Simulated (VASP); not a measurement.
Input of a VASP 6.6.1 run:

INCAR

```
SYSTEM = CuO
ALGO     = Normal         ! electronic algorithm
EDIFF    = 1E-7           ! SCF threshold, eV
ENCUT    = 520            ! plane-wave cutoff, eV
GGA      = PE             ! functional
ISIF     = 2              ! what is computed and relaxed
ISMEAR   = -1             ! smearing method
LASPH    = .TRUE.         ! aspherical terms in the spheres
LCHARG   = .TRUE.         ! write CHGCAR
LELF     = .TRUE.         ! ELF
LREAL    = .FALSE.        ! projectors in reciprocal space
LVHAR    = .TRUE.       
LWAVE    = .FALSE.        ! write WAVECAR
NBANDS   = 25             ! bands
NELM     = 80             ! most SCF steps
PREC     = Accurate       ! precision mode
SIGMA    = 0.05           ! smearing width, eV
```

KPOINTS

```
k-points
0
G
  10 10 5
  0 0 0
```

Contents of POSCAR:

```
CuO
1.0
    2.3446500000     -1.7134000000      0.0000000000
    2.3446500000      1.7134000000      0.0000000000
   -0.8605543552      0.0000000000      5.0594363927
Cu O
2 2
Direct
    0.5057020000     -0.0099960000      0.4952360000
    0.0115430000      0.5010150000     -0.0027230000
    0.4001180000      0.5775250000      0.7609880000
    0.5763470000      0.4140770000      0.2581400000
```

Potentials or basis: VASP PAW PBE potentials, release 64 (Cu, O).

Launch:

```sh
$ cat potpaw_PBE.64/Cu/POTCAR potpaw_PBE.64/O/POTCAR > POTCAR
$ mpirun -np 1 vasp_std > vasp.out
```

Q: Estimate the largest force.

A: 1.617 eV/Å.

Q: What does it give for the pressure?

A: 7.2 GPa.

Q: Predict the band gap on the k mesh.

A: Zero (band 17 reaches 5.93 eV, above the bottom of band 18 at 5.34 eV).

Forces in eV/Å, atoms in the order of the input:
```
Cu  -0.219  0.232  0.915
Cu  -1.163  0.540  0.842
O    0.944 -0.725 -1.094
O    0.438 -0.048 -0.663
```

Caveat: the cell differs from its parent crystal (atoms moved at random); semilocal functionals often make such compounds metallic where correlation or magnetic order opens a gap, which also shifts bond lengths; forces of over 1 eV/Å act on the atoms, so gaps and moduli don't describe the material at rest.
